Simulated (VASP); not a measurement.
The system is BP.

```xyz
2
Lattice="0.0000 2.2683 2.2683 2.2683 0.0000 2.2683 2.2683 2.2683 0.0000" Properties=species:S:1:pos:R:3 pbc="T T T"
B     0.0000    0.0000    0.0000
P     1.1342    1.1342    1.1342
```

Program: VASP 6.6.1. Alike in all runs: task single point; no spin polarisation; cell as given; k mesh 10 × 10 × 10; cutoff (eV) 520.

**Question.** Order these runs on this cell by their pressure, lowest first.
A. level LDA; potentials or basis VASP PAW LDA potentials, release 64 (B, P); smearing gaussian 0.01 eV
B. level PBE; potentials or basis VASP PAW PBE potentials, release 64 (B, P); smearing fermi-dirac 0.02 eV
C. level r2SCAN; potentials or basis VASP PAW PBE potentials, release 64 (B, P); smearing gaussian 0.01 eV

**Answer.** A (-5.2 GPa), C (-0.5 GPa), B (1.0 GPa).

Caveats: the PAW data sets were made with another functional, which shifts forces and pressure a little (some runs).
